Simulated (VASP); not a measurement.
Here is a VASP 6.6.1 calculation.

Contents of POSCAR:

```
SiH4CSO
1.0
    8.8044230000      0.0000000000      0.0000000000
    0.0000000000      8.8044230000      0.0000000000
    0.0000000000      0.0000000000      8.8044230000
O C S Si H
3 3 3 3 12
Direct
    0.4012660485      0.5911374587     -0.1304497574
    0.7121588839      0.3369511805      0.3045606734
    0.9281780482      0.4134828645      0.0202551811
    0.3762731299      0.5507739699     -0.0076380118
    0.6816144797      0.2375126509      0.2242749722
    0.9291188015      0.5449685123      0.0212593445
    0.3434225614      0.4967683570      0.1576064765
    0.6399358618      0.1035404111      0.1164720512
    0.9307252730      0.7218297135      0.0219201767
    0.7503245632      0.9271341786      0.6347251797
    0.3192669236      0.1085587590      0.5072497634
    0.1294761042      0.5564558955      0.5870545025
    0.6951061186      1.0583855520      0.5443403294
    0.7664400319      0.7931786266      0.5338592354
    0.8990500301      0.9658334081      0.7037009420
    0.6385550884      0.8940344667      0.7562432419
    0.3608461216     -0.0395466026      0.4386238050
    0.3489127882      0.1039653872      0.6731902533
    0.4120696471      0.2304884833      0.4369859828
    0.1557102177      0.1408844195      0.4802874738
    0.1015971168      0.4511039173      0.7154768683
    0.2842869307      0.5296432624      0.5265083461
    0.0163292391      0.5281333446      0.4657510581
    0.1166883908      0.7153762833      0.6409093116
```

The input INCAR.step1:

```
SYSTEM = SiH4CSO
ALGO = Normal
EDIFF = 1E-4
ENCUT = 520
GGA = PE
ISMEAR = -1
LASPH = .True.
LCHARG = .False.
LREAL = Auto
LWAVE = .True.
NBANDS = 54
NELM = 100
PREC = Accurate
SIGMA = 0.05
```

Contents of INCAR.step2:

```
SYSTEM = SiH4CSO
ALGO = Normal
EDIFF = 1E-7
ENCUT = 520
ISIF = 2
ISMEAR = -1
ISTART = 1
IVDW = 12
LASPH = .True.
LCHARG = .False.
LMIXTAU = .True.
LREAL = Auto
LWAVE = .False.
METAGGA = R2SCAN
NBANDS = 54
NELM = 100
PREC = Accurate
SIGMA = 0.05
VDW_A1 = 0.49484001
VDW_A2 = 5.73083694
VDW_S6 = 1.0
VDW_S8 = 0.78981345
```

Contents of KPOINTS:

```
k-points
0
Gamma
  1 1 1
  0 0 0
```

Potentials or basis: VASP PAW PBE potentials, release 64 (O, C, S, Si, H).

Command:

```bash
$ cat potpaw_PBE.64/O/POTCAR potpaw_PBE.64/C/POTCAR potpaw_PBE.64/S/POTCAR potpaw_PBE.64/Si/POTCAR potpaw_PBE.64/H/POTCAR > POTCAR
$ cp INCAR.step1 INCAR
$ mpirun -np 1 vasp_gam > vasp.out
$ cp INCAR.step2 INCAR
$ mpirun -np 1 vasp_gam > vasp.out
```

Problem. Predict the pressure.

Solution. -0.2 GPa.

Problem. Predict the dispersion energy per atom.

Solution. -0.021 eV.

Problem. Estimate the largest force.

Solution. 1.161 eV/Å.

Stress tensor (GPa, compression positive):
```
-0.30  0.04 -0.02
 0.04 -0.06  0.04
-0.02  0.04 -0.14
```

Caveat: the k points lie up to 0.71 Å⁻¹ apart; the PAW data sets were made with another functional, which shifts forces and pressure a little.
